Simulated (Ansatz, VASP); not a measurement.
**Two plane-wave programs on Au**

Contents of POSCAR:

```
Au
1.0
   -2.5749049620      2.5749049620      1.4046581881
    2.5749049620     -2.5749049620      1.4046581881
    2.5749049620      2.5749049620     -1.4046581881
Au
2
Direct
    0.0000000000      0.0000000000      0.0000000000
    0.7500000000      0.2500000000      0.5000000000
```

INCAR.step1

```
ALGO = Normal
EDIFF = 1E-4
ENCUT = 520
GGA = PE
ISMEAR = 0
LASPH = T
LCHARG = F
LREAL = F
LWAVE = T
NBANDS = 18
NELM = 60
PREC = Accurate
SIGMA = 0.1
```

File INCAR.step2:

```
ALGO = Normal
EDIFF = 1E-7
ENCUT = 520
ISIF = 2
ISMEAR = 0
ISTART = 1
LASPH = T
LCHARG = T
LELF = T
LMIXTAU = T
LREAL = F
LVHAR = T
LWAVE = F
METAGGA = R2SCAN
NBANDS = 18
NELM = 60
PREC = Accurate
SIGMA = 0.1
```

The input KPOINTS:

```
k-points
0
Gamma
  8 8 8
```

Input for Ansatz:

```yaml
crystal:
  lattice:
    - [-2.574904962, 2.574904962, 1.4046581881]
    - [2.574904962, -2.574904962, 1.4046581881]
    - [2.574904962, 2.574904962, -1.4046581881]
  atoms:
    - { symbol: Au, position: [0.0, 0.0, 0.0] }
    - { symbol: Au, position: [0.75, 0.25, 0.5] }
basis:
  ecutwfc: 500
kpoints:
  mp_grid: { grid: [8, 8, 8] }
hamiltonian:
  xc: r2scan
scf:
  occupations: { method: gaussian, width: 0.1 }
  lower_state_search: "off"
output:
  forces: true
  stress: true
  eigenvalues: true
```

Alike in both runs: task single point; functional r2SCAN; k mesh 8 × 8 × 8; occupations gaussian, width 0.1 eV; no spin polarisation.

|  | VASP | Ansatz |
| --- | --- | --- |
| version | VASP 6.6.1 | Ansatz 0.2.0 |
| potentials or method | VASP PAW PBE potentials, release 64 (Au), cutoff 520 eV | scalar-relativistic, plane waves, PAW |
| valence electrons in the cell | 22 | 38 |

```tsv
	VASP	Ansatz	Ansatz less VASP
gap on the k mesh at the Fermi level (eV)	none	none	-
pressure (GPa)	4.8	4.5	-0.33
traceless stress, the component that is largest in VASP (GPa)	-9.38	-9.35	+0.025
```

VASP's potentials were made for PBE, not for r2SCAN. A gap of «none» marks a metal or a gap that the smearing closes. The functional is the same, so the differences come from potentials, cutoffs and numerics. VASP's potentials hold 22 valence electrons a cell and Ansatz's 38, so a difference there can come from the potentials and not from the codes.

Spin-orbit coupling is off throughout.
